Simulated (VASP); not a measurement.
# SnO2 (R-3m) in VASP: notebook

SnO2 is run at these levels: PBE+D3(BJ); tasks: single point.

Program: VASP 6.6.1. These are calculated values, not measurements. Logs are shortened: lines on timing, memory, paths and dates and some standing lists are left out, and cuts for length are marked.

### Step 1. The cell of the first run

The structure is trigonal, space group R-3m (No. 166). Conventional cell: a = 3.238 Å, b = 3.238 Å, c = 12.879 Å, α = 90.00°, β = 90.00°, γ = 120.00°. Sn (site symmetry -3m) has 6 O at 2.12 Å within 2.8 Å. O (site symmetry 3m) has 3 Sn at 2.12 Å and 3 O at 2.72 Å within 2.8 Å.

### Step 2. Single point, PBE+D3(BJ)

File INCAR:

```
SYSTEM = SnO2
ALGO = Normal
EDIFF = 1E-6
ENCUT = 520
GGA = PE
ISIF = 2
ISMEAR = 0
IVDW = 12
LASPH = .TRUE.
LCHARG = .FALSE.
LREAL = .FALSE.
LWAVE = .FALSE.
NBANDS = 64
NELECT = 105.0
NELM = 60
PREC = Accurate
SIGMA = 0.02
```

File KPOINTS:

```
k-points
0
G
  6 6 6
  0 0 0
```

File POSCAR:

```
SnO2
1.0
    3.2375373800      1.8691930779      4.2930236348
   -3.2375373800      1.8691930779      4.2930236348
    0.0000000000     -3.7383861557      4.2930236348
Sn O
4 8
Direct
    0.8647861192      0.8647861192      0.8647861192
    0.3647880974      0.3647880974      0.8647863645
    0.3647880974      0.8647863645      0.3647880974
    0.8647863645      0.3647880974      0.3647880974
    0.1211748892      0.6211728502      0.6211728502
    0.6211728502      0.1211748892      0.6211728502
    0.6211728502      0.6211728502      0.1211748892
    0.6084017785      0.6084017785      0.6084017785
    0.1211744909      0.1211744909      0.1211744909
    0.1083992836      0.1083992836      0.6084018950
    0.1083992836      0.6084018950      0.1083992836
    0.6084018950      0.1083992836      0.1083992836
```

Potentials or basis: VASP PAW PBE potentials, release 64 (Sn_d, O).

On the command line:

```
$ cat potpaw_PBE.64/Sn_d/POTCAR potpaw_PBE.64/O/POTCAR > POTCAR
$ mpirun -np 1 vasp_std > vasp.out
```

OUTCAR:

```text
SYSTEM = SnO2
   EDIFF = 1E-6
   ENCUT = 520
   GGA = PE
   ISIF = 2
   ISMEAR = 0
   IVDW = 12
   LASPH = .TRUE.
   LREAL = .FALSE.
   NELECT = 105.0
   NELM = 60
   PREC = Accurate
 IVDW          = 12

 ion  position               nearest neighbor table
   1  0.865  0.865  0.865-  11 2.12  12 2.12  10 2.12   6 2.12   5 2.12   7 2.12   2 3.24   2 3.24
                             3 3.24   4 3.24   3 3.24   4 3.24
   2  0.365  0.365  0.865-   5 2.12   6 2.12   8 2.12  11 2.12  12 2.12   9 2.12   3 3.24   4 3.24
                             1 3.24   1 3.24   4 3.24   3 3.24
   3  0.365  0.865  0.365-   7 2.12   5 2.12   8 2.12  10 2.12  12 2.12   9 2.12   4 3.24   2 3.24
                             1 3.24   1 3.24   4 3.24   2 3.24
   4  0.865  0.365  0.365-   7 2.12   6 2.12   8 2.12  10 2.12  11 2.12   9 2.12   3 3.24   2 3.24
                             1 3.24   1 3.24   3 3.24   2 3.24
   5  0.121  0.621  0.621-   2 2.12   3 2.12   1 2.12
   6  0.621  0.121  0.621-   2 2.12   4 2.12   1 2.12
   7  0.621  0.621  0.121-   3 2.12   4 2.12   1 2.12
   8  0.608  0.608  0.608-   3 2.12   4 2.12   2 2.12
   9  0.121  0.121  0.121-   3 2.12   4 2.12   2 2.12
  10  0.108  0.108  0.608-   1 2.12   3 2.12   4 2.12
  11  0.108  0.608  0.108-   1 2.12   2 2.12   4 2.12
  12  0.608  0.108  0.108-   1 2.12   2 2.12   3 2.12

  LATTYP: Found a trigonal (rhomboedric) cell.
 ALAT       =     5.6925901818
 COS(alpha) =     0.3530961443

  Lattice vectors:

 A1 = (   3.2375373800,   1.8691930779,   4.2930236348)
 A2 = (  -3.2375373800,   1.8691930779,   4.2930236348)
 A3 = (   0.0000000000,  -3.7383861557,   4.2930236348)

Analysis of symmetry for initial positions (statically):
=====================================================================
 Subroutine PRICEL returns following result:

  LATTYP: Found a trigonal (rhomboedric) cell.
 ALAT       =     4.6823192741
 COS(alpha) =     0.7609545124

  Lattice vectors:

 A1 = (  -1.6187743003,  -0.9345997780,   4.2930416728)
 A2 = (   1.6187743003,  -0.9345997780,   4.2930416728)
 A3 = (   0.0000000000,   1.8691865997,   4.2930597108)

   4 primitive cells build up your supercell.

 Routine SETGRP: Setting up the symmetry group for a
 trigonal (rhombohedral) supercell.

 Subroutine GETGRP returns: Found 12 space group operations
 (whereof  6 operations were pure point group operations)
 out of a pool of 12 trial point group operations.

The static configuration has the point symmetry C_3v.
 The point group associated with its full space group is D_3d.

Analysis of symmetry for dynamics (positions and initial velocities):
=====================================================================
 Subroutine PRICEL returns following result:

  LATTYP: Found a trigonal (rhomboedric) cell.
 ALAT       =     4.6823192741
 COS(alpha) =     0.7609545124

  Lattice vectors:

 A1 = (  -1.6187743003,  -0.9345997780,   4.2930416728)
 A2 = (   1.6187743003,  -0.9345997780,   4.2930416728)
 A3 = (   0.0000000000,   1.8691865997,   4.2930597108)

   4 primitive cells build up your supercell.

 Routine SETGRP: Setting up the symmetry group for a
 trigonal (rhombohedral) supercell.

 Subroutine GETGRP returns: Found 12 space group operations
 (whereof  6 operations were pure point group operations)
 out of a pool of 12 trial point group operations.

The dynamic configuration has the point symmetry C_3v.
 The point group associated with its full space group is D_3d.

 Subroutine INISYM returns: Found 12 space group operations
 (whereof  6 operations are pure point group operations),
 and found     4 'primitive' translations

----------------------------------------------------------------------------------------

                                     Primitive cell

  volume of cell :      38.9697

  direct lattice vectors                    reciprocal lattice vectors
    -1.618774300 -0.934599778  4.293041673    -0.308875672 -0.178330776  0.077644738
     1.618774300 -0.934599778  4.293041673     0.308875672 -0.178330776  0.077644738
     0.000000000  1.869186600  4.293059711     0.000000000  0.356660053  0.077645276

  length of vectors
     4.682319274  4.682319274  4.682330640     0.365013358  0.365013358  0.365013949

  position of ions in fractional coordinates (direct lattice)
     0.864779276  0.864779276  0.864785271
     0.121166141  0.121173685  0.121174525
     0.608397326  0.608395569  0.608401543

  ion indices of the primitive-cell ions
   primitive index   ion index
                 1           1
                 2           5
                 3          11

----------------------------------------------------------------------------------------

 KPOINTS: k-points

Automatic generation of k-mesh.
 Grid dimensions read from file:
 generate k-points for:    6    6    6

 Generating k-lattice:

  Cartesian coordinates                     Fractional coordinates (reciprocal lattice)
     0.025739729  0.014860839  0.012940892     0.166666667  0.000000000 -0.000000000
    -0.025739729  0.014860839  0.012940892     0.000000000  0.166666667 -0.000000000
     0.000000000 -0.029721678  0.012940892    -0.000000000 -0.000000000  0.166666667

  Length of vectors
     0.032416737  0.032416737  0.032416737

  Shift w.r.t. Gamma in fractional coordinates (k-lattice)
     0.000000000  0.000000000  0.000000000

 Subroutine IBZKPT returns following result:
 ===========================================

 Found     32 irreducible k-points:

 Following reciprocal coordinates:
            Coordinates               Weight
  0.000000  0.000000  0.000000      1.000000
  0.166667  0.000000  0.000000      6.000000
  0.333333 -0.000000  0.000000      6.000000
  0.500000  0.000000  0.000000      3.000000
  0.166667  0.166667  0.000000      6.000000
  0.333333  0.166667  0.000000     12.000000
[... 16 lines left out ...]
  0.500000  0.500000  0.166667      6.000000
 -0.333333  0.500000  0.166667     12.000000
 [... further k-points ...]
   k-points           NKPTS =     32   k-points in BZ     NKDIM =     32   number of bands    NBANDS=     64
   number of dos      NEDOS =    301   number of ions     NIONS =     12
   total plane-waves  NPLWV =  74088
   dimension x,y,z NGX =    42 NGY =   42 NGZ =   42
   dimension x,y,z NGXF=    84 NGYF=   84 NGZF=   84
   ions per type =               4   8
   NGX,Y,Z   is equivalent  to a cutoff of  12.27, 12.27, 12.27 a.u.
   NGXF,Y,Z  is equivalent  to a cutoff of  24.53, 24.53, 24.53 a.u.
 SYSTEM =  SnO2
   PREC   = accura    normal or accurate (medium, high low for compatibility)
   ISTART =      0    job   : 0-new  1-cont  2-samecut
   ICHARG =      2    charge: 1-file 2-atom 10-const
   ISPIN  =      1    spin polarized calculation?
   LNONCOLLINEAR =      F non collinear calculations
   LSORBIT =      F    spin-orbit coupling
   LASPH  =      T    aspherical Exc in radial PAW
   ENCUT  =  520.0 eV  38.22 Ry    6.18 a.u.  10.58 10.58 10.58*2*pi/ulx,y,z
   NELM   =     60;   NELMIN=  2; NELMDL= -5     # of ELM steps
   EDIFF  = 0.1E-05   stopping-criterion for ELM
   LREAL  =      F    real-space projection
   EDIFFG = 0.1E-04   stopping-criterion for IOM
   NSW    =      0    number of steps for IOM
   IBRION =     -1    ionic relax: 0-MD 1-quasi-New 2-CG
   NFREE  =      0    steps in history (QN), initial steepest desc. (CG)
   ISIF   =      2    stress and relaxation
   ISYM   =      2    0-nonsym 1-usesym 2-fastsym
   POTIM  = 0.5000    time-step for ionic-motion
   TEBEG  =    0.0;   TEEND  =   0.0 temperature during run
   PSTRESS=    0.0 pullay stress
   NELECT =     105.0000    total number of electrons
   NUPDOWN=      -1.0000    fix difference up-down
   EMIN   =  10.00;   EMAX   =-10.00  energy-range for DOS
   EFERMI =   0.00;   METHOD = LEGACY
   ISMEAR =     0;   SIGMA  =   0.02  broadening in eV -4-tet -1-fermi 0-gaus
   EFERMI_NEDOS =   21; number of points for ismear=-14 and -15
   IALGO  =     38    algorithm
   IMIX   =      4    mixing-type and parameters
     AMIX     =   0.40;   BMIX     =  1.00
     AMIX_MAG =   1.60;   BMIX_MAG =  1.00
  volume/ion in A,a.u.               =      12.99        87.66
  Fermi-wavevector in a.u.,A,eV,Ry     =   1.435082  2.711912 28.020666  2.059461
  Thomas-Fermi vector in A             =   2.554420
   LORBIT       =      0    0 simple, 1 ext, 2 COOP (PROOUT), +10 PAW based schemes
   GGA     = PE    functional components
   LHFCALC =     F    Hartree Fock is set to
   AEXX    =    0.0000 exact exchange contribution
   IVDW    =    12    specifies the selected vdW correction
   LEPSILON=     F    determine dielectric tensor
   LRPA    =     F    only Hartree local field effects (RPA)
 non-spin polarized calculation
 Gauss-broadening in eV      SIGMA  =   0.02
  energy-cutoff  :      520.00
  volume of cell :      155.88
 maximum number of plane-waves:      4216
   NGX = 21   NGY = 21   NGZ = 21

 number of electron     105.0000001 magnetization

 Free energy of the ion-electron system (eV)
  ---------------------------------------------------
  ext. energy  EPLUGINS =         0.00000000
  ---------------------------------------------------
  free energy    TOTEN  =       -64.60596910 eV

  energy without entropy =      -64.60596892  energy(sigma->0) =      -64.60596901

 E-fermi :   8.6903     XC(G=0): -10.8506

 val. band max:        8.6308302684   @ k =  -0.3333   0.1667   0.0000
 cond. band min:       8.7497783738   @ k =  -0.1667   0.3333   0.1667
 fundamental gap:      0.1189481054
 Fermi energy:         8.6903075445

 k-point     1 :       0.0000    0.0000    0.0000
  band No.  band energies     occupation
      1     -15.8216      2.00000
      2     -15.8216      2.00000
      3     -15.8215      2.00000
      4     -15.2576      2.00000
      5     -15.0275      2.00000
      6     -15.0275      2.00000
[... 1597 lines left out ...]
     63      14.4170      0.00000
     64      14.5072      0.00000

 [... further k-points ...]

------------------------ aborting loop because EDIFF is reached ----------------------------------------

 Edisp (eV)   -2.41094

 E8    (eV) :    -0.9585

  FORCE on cell =-STRESS in cart. coord.  units (eV):
  Direction    XX          YY          ZZ          XY          YZ          ZX
  --------------------------------------------------------------------------------------
  -------------------------------------------------------------------------------------
  Total      20.80873    20.80873    16.51382     0.00000     0.00000     0.00000
  in kB     213.88128   213.88128   169.73626     0.00000     0.00000     0.00000
  external pressure =      199.17 kB  Pullay stress =        0.00 kB

 VOLUME and BASIS-vectors are now :
 -----------------------------------------------------------------------------
  energy-cutoff  :      520.00
  volume of cell :      155.88
      direct lattice vectors                 reciprocal lattice vectors
     3.237537380  1.869193078  4.293023635     0.154438371  0.089165035  0.077645352
    -3.237537380  1.869193078  4.293023635    -0.154438371  0.089165035  0.077645352
     0.000000000 -3.738386156  4.293023635     0.000000000 -0.178330070  0.077645352

 POSITION                                       TOTAL-FORCE (eV/Angst)
 -----------------------------------------------------------------------------------
      0.00000      0.00000     11.13764        -0.000000     -0.000000      0.000000
      0.00000     -1.86919      6.84464         0.000000     -0.000000      0.000000
     -1.61876      0.93459      6.84464         0.000000      0.000000      0.000000
      1.61876      0.93459      6.84464        -0.000000      0.000000      0.000000
     -1.61876     -0.93459      5.85363         0.000000     -0.000000     -0.285545
      1.61876     -0.93459      5.85363         0.000000     -0.000000     -0.285545
      0.00000      1.86919      5.85363         0.000000     -0.000000     -0.285545
      0.00000      0.00000      7.83565         0.000000      0.000000      0.285545
      0.00000      0.00000      1.56061         0.000000     -0.000000     -0.285545
      0.00000     -1.86920      3.54261         0.000000      0.000000      0.285545
     -1.61878      0.93460      3.54261         0.000000      0.000000      0.285545
      1.61878      0.93460      3.54261         0.000000      0.000000      0.285545
 -----------------------------------------------------------------------------------
    total drift:                                0.000540      0.000002     -0.354405

  FREE ENERGIE OF THE ION-ELECTRON SYSTEM (eV)
  ---------------------------------------------------
  free  energy   TOTEN  =       -67.0169049837 eV

  energy  without entropy=      -67.0169048024  energy(sigma->0) =      -67.01690489
```

Wall time 4.2 min (1 thread of Intel Xeon 6975P-C (Granite Rapids), shared host); peak memory 0.4 GiB.

What came out:

- Free energy: -67.0169 eV
- Largest force: 0.286 eV/Å
- Dispersion energy per atom: -0.201 eV

Forces on the atoms (eV/Å):
```
Sn   0.000  0.000  0.000
Sn   0.000  0.000  0.000
Sn   0.000  0.000  0.000
Sn   0.000  0.000  0.000
O    0.000  0.000 -0.286
O    0.000  0.000 -0.286
O    0.000  0.000 -0.286
O    0.000  0.000  0.286
O    0.000  0.000 -0.286
O    0.000  0.000  0.286
O    0.000  0.000  0.286
O    0.000  0.000  0.286
```

Levels at points of the mesh, in eV from the Fermi level:
| k point | band 50 | band 51 | band 52 | band 53 | band 54 | band 55 | band 56 | band 57 |
| --- | --- | --- | --- | --- | --- | --- | --- | --- |
| (0.00, 0.00, 0.00) | -3.78 | -3.78 | -3.73 | -2.26 | 0.97 | 0.97 | 0.97 | 1.53 |
| (0.50, 0.00, 0.00) | -4.13 | -3.81 | -3.80 | 0.30 | 0.30 | 1.80 | 1.80 | 2.72 |
| (0.50, 0.50, 0.00) | -4.33 | -3.90 | -3.90 | 0.73 | 0.73 | 1.80 | 1.80 | 3.49 |
| (0.50, 0.50, 0.50) | -4.69 | -4.69 | -4.69 | -0.25 | 1.53 | 1.53 | 1.53 | 1.83 |

Caveat: the cell carries a net charge on a neutralising background, which shifts energy and pressure; the cell is charged against a uniform background, so pressure and absolute levels hang on convention; spin-orbit coupling is left out, which moves the levels of the heavy elements; an odd number of electrons without spin polarisation forces a metal; a magnetic or distorted state may lie lower.

(Continued in part 2 of 2.)
